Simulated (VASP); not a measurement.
TaC2:

```
Ta C
1.0
     4.16357    0.00000    0.00000
    -2.08178    3.60575    0.00000
     0.00000    0.00000    3.31125
Ta C
1 2
Cartesian
  0.0000 0.0000 1.6556
  0.0000 2.4038 1.6556
  2.0818 1.2019 1.6556
```

```yaml
Program: VASP 6.6.1
Task: relaxation of cell and atoms
Functional: PBE
Potentials_or_basis: VASP PAW PBE potentials, release 64 (Ta_pv, C)
Cutoff: 600 eV
k_mesh: 6 × 6 × 6
Occupations: gaussian, width 0.1 eV
Spin: no spin polarisation
```

At the start: pressure -28.0 GPa; volume 16.57 Å³/atom.

**Question.** How do energy, volume and symmetry change on relaxing?

**Answer.** Over 7 steps the energy falls by 430.8 meV/atom and the volume is 13.18 Å³/atom (-20.4 %); space group P6/mmm (No. 191, to 0.05 Å).

Step by step:
```
step  energy change (eV)  largest force (eV/Å)  pressure (GPa)  volume (Å³)
   1              0.0000                0.0000          -28.05        49.71
   2              2.1192                0.0000          103.41        31.24
   3             -1.2586                0.0000           -5.21        41.55
   4             -1.2709                0.0000           -2.57        41.02
   5             -1.2723                0.0000           -1.26        40.77
   6             -1.2871                0.0000           -0.83        40.13
   7             -1.2925                0.0000           -0.28        39.55
```

Final structure:
```
CELL_PARAMETERS angstrom
3.79682 0.00000 0.00000
-1.89841 3.28814 0.00000
0.00000 0.00000 3.16792
ATOMIC_POSITIONS crystal
Ta 0.00000 0.00000 0.50000
C 0.33333 0.66667 0.50000
C 0.66667 0.33333 0.50000
```

Caveat: the volume moved by over 15 % at a fixed basis, so the end points are rough.
